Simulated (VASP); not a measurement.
# BP (Pm-3m) in VASP: notebook, part 2 of 2

VASP 6.6.1.

## Step 3: Single point, PBE

This run uses another cell than the first one, of 10.21 Å³/atom, 1.019 times its volume.

The input, INCAR:

```
ALGO = Normal ; EDIFF = 1E-7
ENCUT = 520 ; GGA = PE
ISIF = 2 ; ISMEAR = 0
LASPH = T ; LCHARG = F
LREAL = F ; LWAVE = F
NBANDS = 11 ; NELM = 80
PREC = Accurate ; SIGMA = 0.1
```

The input, KPOINTS:

```
k-points
0
Gamma
  6 6 6
```

The input, POSCAR:

```
BP
1.0
    2.7331398245      0.0000000000      0.0000000000
    0.0000000000      2.7331398245      0.0000000000
    0.0000000000      0.0000000000      2.7331398245
B P
1 1
Direct
    0.5000000000      0.5000000000      0.5000000000
    0.0000000000      0.0000000000      0.0000000000
```

Potentials or basis: VASP PAW PBE potentials, release 64 (B, P).

Run with:

```console
cat potpaw_PBE.64/B/POTCAR potpaw_PBE.64/P/POTCAR > POTCAR
mpirun -np 1 vasp_std > vasp.out
```

OUTCAR:

```text
EDIFF = 1E-7
   ENCUT = 520
   GGA = PE
   ISIF = 2
   ISMEAR = 0
   LASPH = T
   LREAL = F
   NELM = 80
   PREC = Accurate

 ion  position               nearest neighbor table
   1  0.500  0.500  0.500-   2 2.37   2 2.37   2 2.37   2 2.37   2 2.37   2 2.37   2 2.37   2 2.37

   2  0.000  0.000  0.000-   1 2.37   1 2.37   1 2.37   1 2.37   1 2.37   1 2.37   1 2.37   1 2.37

  LATTYP: Found a simple cubic cell.
 ALAT       =     2.7331398245

  Lattice vectors:

 A1 = (   2.7331398245,   0.0000000000,   0.0000000000)
 A2 = (   0.0000000000,   2.7331398245,   0.0000000000)
 A3 = (   0.0000000000,   0.0000000000,   2.7331398245)

Analysis of symmetry for initial positions (statically):
=====================================================================
 Subroutine PRICEL returns:
 Original cell was already a primitive cell.

 Routine SETGRP: Setting up the symmetry group for a
 simple cubic supercell.

 Subroutine GETGRP returns: Found 48 space group operations
 (whereof 48 operations were pure point group operations)
 out of a pool of 48 trial point group operations.

The static configuration has the point symmetry O_h .

Analysis of symmetry for dynamics (positions and initial velocities):
=====================================================================
 Subroutine PRICEL returns:
 Original cell was already a primitive cell.

 Routine SETGRP: Setting up the symmetry group for a
 simple cubic supercell.

 Subroutine GETGRP returns: Found 48 space group operations
 (whereof 48 operations were pure point group operations)
 out of a pool of 48 trial point group operations.

The dynamic configuration has the point symmetry O_h .

 Subroutine INISYM returns: Found 48 space group operations
 (whereof 48 operations are pure point group operations),
 and found     1 'primitive' translations

----------------------------------------------------------------------------------------

                                     Primitive cell

  volume of cell :      20.4167

  direct lattice vectors                    reciprocal lattice vectors
     2.733139824  0.000000000  0.000000000     0.365879561  0.000000000  0.000000000
     0.000000000  2.733139824  0.000000000     0.000000000  0.365879561  0.000000000
     0.000000000  0.000000000  2.733139824     0.000000000  0.000000000  0.365879561

  length of vectors
     2.733139824  2.733139824  2.733139824     0.365879561  0.365879561  0.365879561

  position of ions in fractional coordinates (direct lattice)
     0.500000000  0.500000000  0.500000000
     0.000000000  0.000000000  0.000000000

  ion indices of the primitive-cell ions
   primitive index   ion index
                 1           1
                 2           2

----------------------------------------------------------------------------------------

 KPOINTS: k-points

Automatic generation of k-mesh.
 Grid dimensions read from file:
 generate k-points for:    6    6    6

 Generating k-lattice:

  Cartesian coordinates                     Fractional coordinates (reciprocal lattice)
     0.060979927  0.000000000  0.000000000     0.166666667  0.000000000  0.000000000
     0.000000000  0.060979927  0.000000000     0.000000000  0.166666667  0.000000000
     0.000000000  0.000000000  0.060979927     0.000000000  0.000000000  0.166666667

  Length of vectors
     0.060979927  0.060979927  0.060979927

  Shift w.r.t. Gamma in fractional coordinates (k-lattice)
     0.000000000  0.000000000  0.000000000

 Subroutine IBZKPT returns following result:
 ===========================================

 Found     20 irreducible k-points:

 Following reciprocal coordinates:
            Coordinates               Weight
  0.000000  0.000000  0.000000      1.000000
  0.166667  0.000000  0.000000      6.000000
  0.333333  0.000000  0.000000      6.000000
  0.500000  0.000000  0.000000      3.000000
  0.166667  0.166667  0.000000     12.000000
  0.333333  0.166667  0.000000     24.000000
[... 12 lines left out ...]
  0.500000  0.500000  0.333333      6.000000
  0.500000  0.500000  0.500000      1.000000
   k-points           NKPTS =     20   k-points in BZ     NKDIM =     20   number of bands    NBANDS=     11
   number of dos      NEDOS =    301   number of ions     NIONS =      2
   total plane-waves  NPLWV =   8000
   dimension x,y,z NGX =    20 NGY =   20 NGZ =   20
   dimension x,y,z NGXF=    40 NGYF=   40 NGZF=   40
   ions per type =               1   1
   NGX,Y,Z   is equivalent  to a cutoff of  12.17, 12.17, 12.17 a.u.
   NGXF,Y,Z  is equivalent  to a cutoff of  24.33, 24.33, 24.33 a.u.
 SYSTEM =  unknown system
   PREC   = accura    normal or accurate (medium, high low for compatibility)
   ISTART =      0    job   : 0-new  1-cont  2-samecut
   ICHARG =      2    charge: 1-file 2-atom 10-const
   ISPIN  =      1    spin polarized calculation?
   LNONCOLLINEAR =      F non collinear calculations
   LSORBIT =      F    spin-orbit coupling
   LASPH  =      T    aspherical Exc in radial PAW
   ENCUT  =  520.0 eV  38.22 Ry    6.18 a.u.   5.08  5.08  5.08*2*pi/ulx,y,z
   NELM   =     80;   NELMIN=  2; NELMDL= -5     # of ELM steps
   EDIFF  = 0.1E-06   stopping-criterion for ELM
   LREAL  =      F    real-space projection
   EDIFFG = 0.1E-05   stopping-criterion for IOM
   NSW    =      0    number of steps for IOM
   IBRION =     -1    ionic relax: 0-MD 1-quasi-New 2-CG
   NFREE  =      0    steps in history (QN), initial steepest desc. (CG)
   ISIF   =      2    stress and relaxation
   ISYM   =      2    0-nonsym 1-usesym 2-fastsym
   POTIM  = 0.5000    time-step for ionic-motion
   TEBEG  =    0.0;   TEEND  =   0.0 temperature during run
   PSTRESS=    0.0 pullay stress
   NELECT =       8.0000    total number of electrons
   NUPDOWN=      -1.0000    fix difference up-down
   EMIN   =  10.00;   EMAX   =-10.00  energy-range for DOS
   EFERMI =   0.00;   METHOD = LEGACY
   ISMEAR =     0;   SIGMA  =   0.10  broadening in eV -4-tet -1-fermi 0-gaus
   EFERMI_NEDOS =   21; number of points for ismear=-14 and -15
   IALGO  =     38    algorithm
   IMIX   =      4    mixing-type and parameters
     AMIX     =   0.40;   BMIX     =  1.00
     AMIX_MAG =   1.60;   BMIX_MAG =  1.00
  volume/ion in A,a.u.               =      10.21        68.89
  Fermi-wavevector in a.u.,A,eV,Ry     =   1.197962  2.263820 19.525891  1.435113
  Thomas-Fermi vector in A             =   2.333863
   LORBIT       =      0    0 simple, 1 ext, 2 COOP (PROOUT), +10 PAW based schemes
   GGA     = PE    functional components
   LHFCALC =     F    Hartree Fock is set to
   AEXX    =    0.0000 exact exchange contribution
   IVDW    =     0    specifies the selected vdW correction
   LEPSILON=     F    determine dielectric tensor
   LRPA    =     F    only Hartree local field effects (RPA)
 non-spin polarized calculation
 Gauss-broadening in eV      SIGMA  =   0.10
  energy-cutoff  :      520.00
  volume of cell :       20.42
 maximum number of plane-waves:       560
   NGX = 11   NGY = 11   NGZ = 11

 number of electron       7.9999999 magnetization

 Free energy of the ion-electron system (eV)
  ---------------------------------------------------
  ext. energy  EPLUGINS =         0.00000000
  ---------------------------------------------------
  free energy    TOTEN  =        -9.22197704 eV

  energy without entropy =       -9.21562960  energy(sigma->0) =       -9.21880332

 E-fermi :   9.9175     XC(G=0): -12.0294

 val. band max:        9.7102624073   @ k =   0.1667   0.1667   0.0000
 cond. band min:       9.9389727527   @ k =   0.5000   0.1667   0.0000
 fundamental gap:      0.2287103454
 Fermi energy:         9.9174704861

 k-point     1 :       0.0000    0.0000    0.0000
  band No.  band energies     occupation
      1      -7.1150      2.00000
      2       8.7659      2.00000
      3       8.7659      2.00000
      4       8.7659      2.00000
      5      11.7951      0.00000
      6      14.2876      0.00000
      7      14.2876      0.00000
      8      20.4676      0.00000
      9      20.4676      0.00000
     10      20.4676      0.00000
     11      27.6387      0.00000
[... 253 lines left out ...]
 k-point    20 :       0.5000    0.5000    0.5000
  band No.  band energies     occupation
      1       4.1349      2.00000
      2       6.1621      2.00000
      3       6.1621      2.00000
      4       6.1621      2.00000
      5       6.8344      2.00000
      6       6.8344      2.00000
      7       6.8344      2.00000
      8       8.1717      2.00000
      9      30.4121      0.00000
     10      30.4121      0.00000
     11      30.4121      0.00000

------------------------ aborting loop because EDIFF is reached ----------------------------------------

  FORCE on cell =-STRESS in cart. coord.  units (eV):
  Direction    XX          YY          ZZ          XY          YZ          ZX
  --------------------------------------------------------------------------------------
  -------------------------------------------------------------------------------------
  Total       -0.0317629     -0.0317629     -0.0317629      0.0000000      0.0000000     -0.0000000
  in kB       -2.4925584     -2.4925584     -2.4925584      0.0000000      0.0000000     -0.0000000
  external PRESSURE =      -2.4925584 kB  Pullay stress =       0.0000000 kB

 VOLUME and BASIS-vectors are now :
 -----------------------------------------------------------------------------
  energy-cutoff  :      520.00
  volume of cell :       20.42
      direct lattice vectors                 reciprocal lattice vectors
     2.733139824  0.000000000  0.000000000     0.365879561  0.000000000  0.000000000
     0.000000000  2.733139824  0.000000000     0.000000000  0.365879561  0.000000000
     0.000000000  0.000000000  2.733139824     0.000000000  0.000000000  0.365879561

 POSITION                                       TOTAL-FORCE (eV/Angst)
 -----------------------------------------------------------------------------------
      1.36657      1.36657      1.36657         0.000000      0.000000      0.000000
      0.00000      0.00000      0.00000         0.000000      0.000000      0.000000
 -----------------------------------------------------------------------------------
    total drift:                                0.000000      0.000000      0.000000

  FREE ENERGIE OF THE ION-ELECTRON SYSTEM (eV)
  ---------------------------------------------------
  free  energy   TOTEN  =        -9.2219770414 eV

  energy  without entropy=       -9.2156295979  energy(sigma->0) =       -9.21880332
```

OSZICAR:

```text
N       E                     dE             d eps       ncg     rms          rms(c)
DAV:   1     0.735171144579E+01    0.73517E+01   -0.41684E+03   448   0.647E+02
DAV:   2    -0.887114480655E+01   -0.16223E+02   -0.15523E+02   608   0.100E+02
DAV:   3    -0.928647737979E+01   -0.41533E+00   -0.41094E+00   546   0.124E+01
DAV:   4    -0.928752319571E+01   -0.10458E-02   -0.10457E-02   527   0.750E-01
DAV:   5    -0.928752567891E+01   -0.24832E-05   -0.24836E-05   535   0.353E-02    0.582E+00
DAV:   6    -0.922409851039E+01    0.63427E-01   -0.19737E-01   488   0.169E+00    0.332E+00
DAV:   7    -0.922241687041E+01    0.16816E-02   -0.21390E-02   497   0.762E-01    0.121E+00
DAV:   8    -0.922218541699E+01    0.23145E-03   -0.47500E-03   509   0.342E-01    0.988E-02
DAV:   9    -0.922203618107E+01    0.14924E-03   -0.19222E-03   494   0.175E-01    0.548E-02
DAV:  10    -0.922198613816E+01    0.50043E-04   -0.45675E-04   503   0.912E-02    0.175E-02
DAV:  11    -0.922197711839E+01    0.90198E-05   -0.44496E-05   518   0.317E-02    0.260E-03
DAV:  12    -0.922197704136E+01    0.77030E-07   -0.85746E-07   527   0.736E-03
   1 F= -.92219770E+01 E0= -.92188033E+01  d E =-.634744E-02
```

Run time: 3.1 s. Hardware: 1 thread of Intel Xeon 6975P-C, shared host; peak memory 0.12 GiB.

Results:

```yaml
Free_energy: -9.2220 eV
Pressure: -0.2 GPa
Band_gap_on_the_k_mesh: zero (band 4 reaches 12.69 eV, above the bottom of band 5 at 6.83 eV)
```

Caveat: the k points lie up to 0.38 Å⁻¹ apart.
